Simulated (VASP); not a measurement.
Fe, 1 atom in the cell. The structure is cubic, space group Im-3m (No. 229). Conventional cell: a = 3.254 Å, b = 3.254 Å, c = 3.254 Å, α = 90.00°, β = 90.00°, γ = 90.00°. Within 3.7 Å of Fe (site symmetry m-3m) lie 14 Fe at 2.82 to 3.25 Å.  This cell differs from its parent crystal: Zn replaced by Fe, lengths x 1.049, strained.

| Quantity | Value |
| --- | --- |
| Program | VASP 6.6.1 |
| Task | single point |
| Functional | PBE |
| Potentials or basis | VASP PAW PBE potentials, release 64 (Fe) |
| Cutoff | 520 eV |
| k mesh | 8 × 8 × 8 |
| Occupations | gaussian, width 0.1 eV |
| Spin | collinear spin, ferromagnetic start |
| Starting moments | [4.0] μB |
| Dipole correction | no |
| Further INCAR settings | ALGO = Fast; EDIFF = 1e-06; NBANDS = 14 |

Potentials or basis: VASP PAW PBE potentials, release 64 (Fe).

The run is started by

```bash
$ cat potpaw_PBE.64/Fe/POTCAR > POTCAR
$ mpirun -np 1 vasp_std > vasp.out
```

Hardware: 1 thread of Intel(R) Xeon(R) Platinum 8259CL CPU @ 2.50GHz (Skylake/Cascade Lake), on a shared host.

Problem. How long does it take, and how much memory?

Solution. Wall time 14 s on 1 thread of Intel(R) Xeon(R) Platinum 8259CL CPU @ 2.50GHz (Skylake/Cascade Lake) (shared host), peak memory 0.15 GiB. Counts: scf iterations 14, k points 29.
